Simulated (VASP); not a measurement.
# HfC (I4mm) in VASP: a series of runs

The runs below take HfC through single point, with r2SCAN.

All numbers are computed with VASP 6.6.1; they aren't measurements. Logs are shortened: lines on timing, memory, paths and dates and some standing lists are left out, and cuts for length are marked.

### Step 1. The cell of the first run

The structure is tetragonal, space group I4mm (No. 107). Conventional cell: a = 3.288 Å, b = 3.288 Å, c = 4.650 Å, α = 90.00°, β = 90.00°, γ = 90.00°. Hf (site symmetry 4mm) has 6 C at 2.12 to 2.53 Å within 2.8 Å. C (site symmetry 4mm) has 6 Hf at 2.12 to 2.53 Å within 2.8 Å.

### Step 2. Single point, r2SCAN

File POSCAR:

```
HfC
1.0
    0.0000000000      2.3250000000      2.3250000000
    2.3250000000      0.0000000000      2.3250000000
    2.3250000000      2.3250000000      0.0000000000
Hf C
1 1
Direct
    0.4569892473      0.4569892473      0.5430107527
    0.0000000000      0.0000000000      0.0000000000
```

File INCAR.step1:

```
ALGO = Normal
EDIFF = 1E-4
ENCUT = 520
GGA = PE
ISMEAR = -1
LASPH = T
LCHARG = F
LREAL = F
LWAVE = T
NBANDS = 14
NELM = 60
PREC = Accurate
SIGMA = 0.1
```

File INCAR.step2:

```
ALGO = Normal
EDIFF = 1E-6
ENCUT = 520
ISIF = 2
ISMEAR = -1
ISTART = 1
LASPH = T
LCHARG = T
LELF = T
LMIXTAU = T
LREAL = F
LVHAR = T
LWAVE = F
METAGGA = R2SCAN
NBANDS = 14
NELM = 60
PREC = Accurate
SIGMA = 0.1
```

File KPOINTS:

```
k-points
0
Gamma
  12 12 12
```

Potentials or basis: VASP PAW PBE potentials, release 64 (Hf_pv, C).

On the command line:

```console
$ cat potpaw_PBE.64/Hf_pv/POTCAR potpaw_PBE.64/C/POTCAR > POTCAR
$ cp INCAR.step1 INCAR
$ mpirun -np 1 vasp_std > vasp.out
$ cp INCAR.step2 INCAR
$ mpirun -np 1 vasp_std > vasp.out
```

OUTCAR:

```text
EDIFF = 1E-6
   ENCUT = 520
   ISIF = 2
   ISMEAR = -1
   ISTART = 1
   LASPH = T
   LREAL = F
   METAGGA = R2SCAN
   NELM = 60
   PREC = Accurate

 ion  position               nearest neighbor table
   1  0.457  0.457  0.543-   2 2.12   2 2.33   2 2.33   2 2.33   2 2.33   2 2.53
   2  0.000  0.000  0.000-   1 2.12   1 2.33   1 2.33   1 2.33   1 2.33   1 2.53

  LATTYP: Found a face centered cubic cell.
 ALAT       =     4.6500000000

  Lattice vectors:

 A1 = (   0.0000000000,   2.3250000000,   2.3250000000)
 A2 = (   2.3250000000,   0.0000000000,   2.3250000000)
 A3 = (   2.3250000000,   2.3250000000,   0.0000000000)

Analysis of symmetry for initial positions (statically):
=====================================================================
 Subroutine PRICEL returns:
 Original cell was already a primitive cell.

 Routine SETGRP: Setting up the symmetry group for a
 face centered cubic supercell.

 Subroutine GETGRP returns: Found  8 space group operations
 (whereof  8 operations were pure point group operations)
 out of a pool of 48 trial point group operations.

The static configuration has the point symmetry C_4v.

Analysis of symmetry for dynamics (positions and initial velocities):
=====================================================================
 Subroutine PRICEL returns:
 Original cell was already a primitive cell.

 Routine SETGRP: Setting up the symmetry group for a
 face centered cubic supercell.

 Subroutine GETGRP returns: Found  8 space group operations
 (whereof  8 operations were pure point group operations)
 out of a pool of 48 trial point group operations.

The dynamic configuration has the point symmetry C_4v.

 Subroutine INISYM returns: Found  8 space group operations
 (whereof  8 operations are pure point group operations),
 and found     1 'primitive' translations

----------------------------------------------------------------------------------------

                                     Primitive cell

  volume of cell :      25.1362

  direct lattice vectors                    reciprocal lattice vectors
     0.000000000  2.325000000  2.325000000    -0.215053763  0.215053763  0.215053763
     2.325000000  0.000000000  2.325000000     0.215053763 -0.215053763  0.215053763
     2.325000000  2.325000000  0.000000000     0.215053763  0.215053763 -0.215053763

  length of vectors
     3.288046533  3.288046533  3.288046533     0.372484045  0.372484045  0.372484045

  position of ions in fractional coordinates (direct lattice)
     0.456989247  0.456989247  0.543010753
     0.000000000  0.000000000  0.000000000

  ion indices of the primitive-cell ions
   primitive index   ion index
                 1           1
                 2           2

----------------------------------------------------------------------------------------

 KPOINTS: k-points

Automatic generation of k-mesh.
 Grid dimensions read from file:
 generate k-points for:   12   12   12

 Generating k-lattice:

  Cartesian coordinates                     Fractional coordinates (reciprocal lattice)
    -0.017921147  0.017921147  0.017921147     0.083333333  0.000000000  0.000000000
     0.017921147 -0.017921147  0.017921147     0.000000000  0.083333333  0.000000000
     0.017921147  0.017921147 -0.017921147     0.000000000  0.000000000  0.083333333

  Length of vectors
     0.031040337  0.031040337  0.031040337

  Shift w.r.t. Gamma in fractional coordinates (k-lattice)
     0.000000000  0.000000000  0.000000000

 Subroutine IBZKPT returns following result:
 ===========================================

 Found    163 irreducible k-points:

 Following reciprocal coordinates:
            Coordinates               Weight
  0.000000  0.000000  0.000000      1.000000
  0.083333  0.000000  0.000000      8.000000
  0.166667  0.000000  0.000000      8.000000
  0.250000  0.000000  0.000000      8.000000
  0.333333  0.000000  0.000000      8.000000
  0.416667  0.000000  0.000000      8.000000
[... 16 lines left out ...]
  0.000000 -0.333333  0.083333     16.000000
 -0.250000  0.083333  0.000000      8.000000
 [... further k-points ...]
   k-points           NKPTS =    163   k-points in BZ     NKDIM =    163   number of bands    NBANDS=     14
   number of dos      NEDOS =    301   number of ions     NIONS =      2
   total plane-waves  NPLWV =  13824
   dimension x,y,z NGX =    24 NGY =   24 NGZ =   24
   dimension x,y,z NGXF=    48 NGYF=   48 NGZF=   48
   ions per type =               1   1
   NGX,Y,Z   is equivalent  to a cutoff of  12.13, 12.13, 12.13 a.u.
   NGXF,Y,Z  is equivalent  to a cutoff of  24.27, 24.27, 24.27 a.u.
 SYSTEM =  unknown system
   PREC   = accura    normal or accurate (medium, high low for compatibility)
   ISTART =      1    job   : 0-new  1-cont  2-samecut
   ICHARG =      0    charge: 1-file 2-atom 10-const
   ISPIN  =      1    spin polarized calculation?
   LNONCOLLINEAR =      F non collinear calculations
   LSORBIT =      F    spin-orbit coupling
   LASPH  =      T    aspherical Exc in radial PAW
   ENCUT  =  520.0 eV  38.22 Ry    6.18 a.u.   6.11  6.11  6.11*2*pi/ulx,y,z
   NELM   =     60;   NELMIN=  2; NELMDL=  0     # of ELM steps
   EDIFF  = 0.1E-05   stopping-criterion for ELM
   LREAL  =      F    real-space projection
   EDIFFG = 0.1E-04   stopping-criterion for IOM
   NSW    =      0    number of steps for IOM
   IBRION =     -1    ionic relax: 0-MD 1-quasi-New 2-CG
   NFREE  =      0    steps in history (QN), initial steepest desc. (CG)
   ISIF   =      2    stress and relaxation
   ISYM   =      2    0-nonsym 1-usesym 2-fastsym
   POTIM  = 0.5000    time-step for ionic-motion
   TEBEG  =    0.0;   TEEND  =   0.0 temperature during run
   PSTRESS=    0.0 pullay stress
   NELECT =      14.0000    total number of electrons
   NUPDOWN=      -1.0000    fix difference up-down
   EMIN   =  10.00;   EMAX   =-10.00  energy-range for DOS
   EFERMI =   0.00;   METHOD = LEGACY
   ISMEAR =    -1;   SIGMA  =   0.10  broadening in eV -4-tet -1-fermi 0-gaus
   EFERMI_NEDOS =   21; number of points for ismear=-14 and -15
   IALGO  =     38    algorithm
   IMIX   =      4    mixing-type and parameters
     AMIX     =   0.40;   BMIX     =  1.00
     AMIX_MAG =   1.60;   BMIX_MAG =  1.00
  volume/ion in A,a.u.               =      12.57        84.81
  Fermi-wavevector in a.u.,A,eV,Ry     =   1.346949  2.545365 24.684672  1.814272
  Thomas-Fermi vector in A             =   2.474740
   LORBIT       =      0    0 simple, 1 ext, 2 COOP (PROOUT), +10 PAW based schemes
   METAGGA = R2SCAN    functional components
   LHFCALC =     F    Hartree Fock is set to
   AEXX    =    0.0000 exact exchange contribution
   IVDW    =     0    specifies the selected vdW correction
   LEPSILON=     F    determine dielectric tensor
   LRPA    =     F    only Hartree local field effects (RPA)
 non-spin polarized calculation
  energy-cutoff  :      520.00
  volume of cell :       25.14
 maximum number of plane-waves:       700
   NGX = 13   NGY = 13   NGZ = 13

 number of electron      14.0000000 magnetization

 Free energy of the ion-electron system (eV)
  ---------------------------------------------------
  ext. energy  EPLUGINS =         0.00000000
  ---------------------------------------------------
  free energy    TOTEN  =       -57.19752057 eV

  energy without entropy =      -57.19339797  energy(sigma->0) =      -57.19545927

 E-fermi :   5.9796     XC(G=0): -13.0785

 val. band max:        5.9100099936   @ k =   0.0000   0.0000   0.0000
 cond. band min:       5.9822616817   @ k =   0.4167   0.3333   0.0000
 fundamental gap:      0.0722516881
 Fermi energy:         5.9796093848

 k-point     1 :       0.0000    0.0000    0.0000
  band No.  band energies     occupation
      1     -24.8567      2.00000
      2     -24.8542      2.00000
      3     -24.8542      2.00000
      4      -7.1051      2.00000
      5       5.9100      1.33460
      6       5.9100      1.33460
      7       6.1233      0.38420
      8       7.5437      0.00000
      9       8.6528      0.00000
     10       8.6528      0.00000
     11       9.4509      0.00000
     12      10.5375      0.00000
     13      13.2741      0.00000
     14      17.5583      0.00000

 k-point     2 :       0.0833    0.0000    0.0000
  band No.  band energies     occupation
      1     -24.9054      2.00000
      2     -24.8597      2.00000
      3     -24.8589      2.00000
      4      -6.9285      2.00000
      5       5.0740      1.99977
      6       5.5898      1.96023
      7       6.1024      0.45306
      8       7.6314      0.00000
      9       8.2970      0.00000
     10       8.6078      0.00000
     11      10.4987      0.00000
     12      11.2645      0.00000
     13      13.6976      0.00000
     14      18.0546      0.00000

 k-point     3 :       0.1667    0.0000    0.0000
  band No.  band energies     occupation
      1     -25.0379      2.00000
      2     -24.8722      2.00000
      3     -24.8717      2.00000
      4      -6.4244      2.00000
      5       3.8495      2.00000
      6       4.8111      1.99998
      7       5.1988      1.99919
      8       8.0988      0.00000
      9       8.4892      0.00000
     10       8.8503      0.00000
     11      12.1644      0.00000
     12      12.7176      0.00000
     13      14.6700      0.00000
     14      18.6628      0.00000
[... 324 lines left out ...]
 k-point    23 :       0.0000   -0.3333    0.0833
  band No.  band energies     occupation
      1     -25.4202      2.00000
      2     -24.9555      2.00000
      3     -24.9053      2.00000
      4      -4.4218      2.00000
      5       0.8613      2.00000
      6       3.0870      2.00000
      7       3.3502      2.00000
      8       9.7681      0.00000
      9      10.2930      0.00000
     10      11.3824      0.00000
     11      14.6500      0.00000
     12      15.2701      0.00000
     13      17.4581      0.00000
     14      18.6620      0.00000

 k-point    24 :      -0.2500    0.0833    0.0000
  band No.  band energies     occupation
      1     -25.2700      2.00000
      2     -24.9415      2.00000
      3     -24.8849      2.00000
      4      -5.2945      2.00000
      5       1.9511      2.00000
      6       3.5530      2.00000
      7       4.2116      2.00000
      8       8.7627      0.00000
      9       9.0723      0.00000
     10      10.5762      0.00000
     11      13.8802      0.00000
     12      15.5114      0.00000
     13      16.0000      0.00000
     14      18.6623      0.00000

 [... further k-points ...]
[... 5 lines left out ...]
  --------------------------------------------------------------------------------------
  -------------------------------------------------------------------------------------
  Total       -0.4857648     -0.4857648      1.5217686      0.0000000     -0.0000000      0.0000000
  in kB      -30.9626216    -30.9626216     96.9974525      0.0000000     -0.0000000      0.0000000
  external PRESSURE =      11.6907364 kB  Pullay stress =       0.0000000 kB

 VOLUME and BASIS-vectors are now :
 -----------------------------------------------------------------------------
  energy-cutoff  :      520.00
  volume of cell :       25.14
      direct lattice vectors                 reciprocal lattice vectors
     0.000000000  2.325000000  2.325000000    -0.215053763  0.215053763  0.215053763
     2.325000000  0.000000000  2.325000000     0.215053763 -0.215053763  0.215053763
     2.325000000  2.325000000  0.000000000     0.215053763  0.215053763 -0.215053763

 POSITION                                       TOTAL-FORCE (eV/Angst)
 -----------------------------------------------------------------------------------
      2.32500      2.32500      2.12500         0.000000      0.000000      1.645605
      0.00000      0.00000      0.00000         0.000000      0.000000     -1.645605
 -----------------------------------------------------------------------------------
    total drift:                                0.000001      0.000001     -0.000051

  FREE ENERGIE OF THE ION-ELECTRON SYSTEM (eV)
  ---------------------------------------------------
  free  energy   TOTEN  =       -57.1975205727 eV

  energy  without entropy=      -57.1933979711  energy(sigma->0) =      -57.19545927
```

Wall time 2 min (1 thread of Intel Xeon Platinum 8488C (Sapphire Rapids), shared host); peak memory 0.19 GiB.

Results:

```
Free energy            : -57.1975 eV
Pressure               : 1.2 GPa
Largest force          : 1.646 eV/Å
Band gap on the k mesh : zero (band 7 reaches 6.27 eV, above the bottom of band 8 at 5.41 eV)
```

Forces on the atoms (eV/Å):
```
Hf   0.000  0.000  1.646
C    0.000  0.000 -1.646
```

Stress tensor (GPa, compression positive):
```
-3.10  0.00  0.00
 0.00 -3.10  0.00
 0.00  0.00  9.70
```

Caveat: the PAW data sets were made with another functional, which shifts forces and pressure a little; spin-orbit coupling is left out, which moves the levels of the heavy elements.

### Step 3. Single point, r2SCAN

POSCAR, as its differences from that of step 2:

```diff
@@ -8,3 +8,3 @@
 Direct
-    0.4569892473      0.4569892473      0.5430107527
+    0.5430107527      0.5430107527      0.4569892473
     0.0000000000      0.0000000000      0.0000000000
```

File INCAR.step1:

```
ALGO = Normal
EDIFF = 1E-4
ENCUT = 520
GGA = PE
ISMEAR = -1
LASPH = True
LCHARG = False
LREAL = False
LWAVE = True
NBANDS = 14
NELM = 60
PREC = Accurate
SIGMA = 0.1
```

File INCAR.step2:

```
ALGO = Normal
EDIFF = 1E-6
ENCUT = 520
ISIF = 2
ISMEAR = -1
ISTART = 1
LASPH = True
LCHARG = False
LMIXTAU = True
LREAL = False
LWAVE = False
METAGGA = R2SCAN
NBANDS = 14
NELM = 60
PREC = Accurate
SIGMA = 0.1
```

KPOINTS is that of step 2.

Potentials or basis: VASP PAW PBE potentials, release 64 (Hf_pv, C).

On the command line:

```console
$ cat potpaw_PBE.64/Hf_pv/POTCAR potpaw_PBE.64/C/POTCAR > POTCAR
$ cp INCAR.step1 INCAR
$ mpirun -np 1 vasp_std > vasp.out
$ cp INCAR.step2 INCAR
$ mpirun -np 1 vasp_std > vasp.out
```

Wall time 2.2 min (1 thread of Intel Xeon Platinum 8488C (Sapphire Rapids), shared host); peak memory 0.19 GiB.

It converged, with:

```yaml
Free_energy: -57.1975 eV
Pressure: 1.2 GPa
Largest_force: 1.646 eV/Å
Band_gap_on_the_k_mesh: zero (band 7 reaches 6.27 eV, above the bottom of band 8 at 5.41 eV)
```

Forces on the atoms (eV/Å):
```
Hf   0.000  0.000 -1.646
C    0.000  0.000  1.646
```

Stress tensor (GPa, compression positive):
```
-3.10  0.00  0.00
 0.00 -3.10  0.00
 0.00  0.00  9.70
```

Levels at points of the mesh, in eV from the Fermi level:
```
           k point  band 4  band 5  band 6  band 7  band 8  band 9  band 10  band 11
(0.00, 0.00, 0.00)  -13.08   -0.07   -0.07    0.14    1.56    2.67     2.67     3.47
(0.50, 0.00, 0.00)   -9.43   -6.33   -3.20   -3.13    5.34    5.60     6.00     6.87
(0.50, 0.50, 0.00)  -11.17   -2.77   -1.71   -0.26   -0.26    5.42     6.95     6.95
(0.00, 0.50, 0.50)  -11.19   -2.90   -2.50   -0.37    0.69    5.62     6.96     6.96
```

Caveat: the PAW data sets were made with another functional, which shifts forces and pressure a little; spin-orbit coupling is left out, which moves the levels of the heavy elements.
